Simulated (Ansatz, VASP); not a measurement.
**NaPtCl3 in VASP and in Ansatz**

INCAR

```
PREC     = Accurate       # precision mode
ENCUT    = 520            # plane-wave cutoff, eV
EDIFF    = 1E-6           # SCF threshold, eV
ISMEAR   = 0              # smearing method
SIGMA    = 0.1            # smearing width, eV
LREAL    = F              # projectors in reciprocal space
LASPH    = T              # aspherical terms in the spheres
NELM     = 150            # most SCF steps
ALGO     = Normal         # electronic algorithm
ISIF     = 2              # what is computed and relaxed
LWAVE    = F              # write WAVECAR
LCHARG   = F              # write CHGCAR
ISPIN    = 2              # spin polarisation
MAGMOM   = 0 1 0 0 0      # initial moments
LORBIT   = 11             # projections on sites
LMAXMIX  = 4              # l up to which the mixer works
GGA      = PE             # functional
NBANDS   = 31             # bands
```

Contents of KPOINTS:

```
Automatic mesh
0
Gamma
  4 4 4
```

The input POSCAR:

```
NaPtCl3
1.0
    4.8959979000      0.0000000000      0.0000000000
    0.0000000000      4.8959979000      0.0000000000
    0.0000000000      0.0000000000      4.8959979000
Na Pt Cl
1 1 3
Direct
    0.0000000000      0.0000000000      0.0000000000
    0.5000000000      0.5000000000      0.5000000000
    0.0000000000      0.5000000000      0.5000000000
    0.5000000000      0.5000000000      0.0000000000
    0.5000000000      0.0000000000      0.5000000000
```

Input for Ansatz:

```yaml
crystal:
  lattice:
    - [4.8959979, 0.0, 0.0]
    - [0.0, 4.8959979, 0.0]
    - [0.0, 0.0, 4.8959979]
  atoms:
    - { symbol: Na, position: [0.0, 0.0, 0.0] }
    - { symbol: Pt, position: [0.5, 0.5, 0.5], spin: 1.0 }
    - { symbol: Cl, position: [0.0, 0.5, 0.5] }
    - { symbol: Cl, position: [0.5, 0.5, 0.0] }
    - { symbol: Cl, position: [0.5, 0.0, 0.5] }
basis:
  ecutwfc: 420
kpoints:
  mp_grid: { grid: [4, 4, 4] }
hamiltonian:
  xc: pbe
scf:
  occupations: { method: gaussian, width: 0.1 }
  lower_state_search: "off"
output:
  forces: true
  stress: true
  eigenvalues: true
  populations: true
magnetization:
  spin_polarized: true
```

Change from the starting cell: species swapped into the EuBRh3 type (Pm-3m, No. 221).

Alike in both runs: task single point; functional PBE; k mesh 4 × 4 × 4; occupations gaussian, width 0.1 eV; collinear spin.

|  | VASP | Ansatz |
| --- | --- | --- |
| version | VASP 6.6.1 | Ansatz 0.2.0 |
| potentials or method | VASP PAW PBE potentials, release 64 (Na_pv, Pt, Cl), cutoff 520 eV | scalar-relativistic, plane waves, PAW |
| valence electrons in the cell | 38 | 48 |

```csv
,VASP,Ansatz,Ansatz less VASP
gap on the k mesh at the Fermi level (eV),none,none,-
pressure (GPa),1.7,1.8,+0.09
net moment per atom (μB),0.10,0.10,0.000
size of the moment on the site where the two differ most (μB),0.34,0.30,-0.037
```

Site moments also hang on the region over which each program counts them. A gap of «none» marks a metal or a gap that the smearing closes. VASP's potentials hold 38 valence electrons a cell and Ansatz's 48, so a difference there can come from the potentials and not from the codes.

Neither program's run includes spin-orbit coupling.
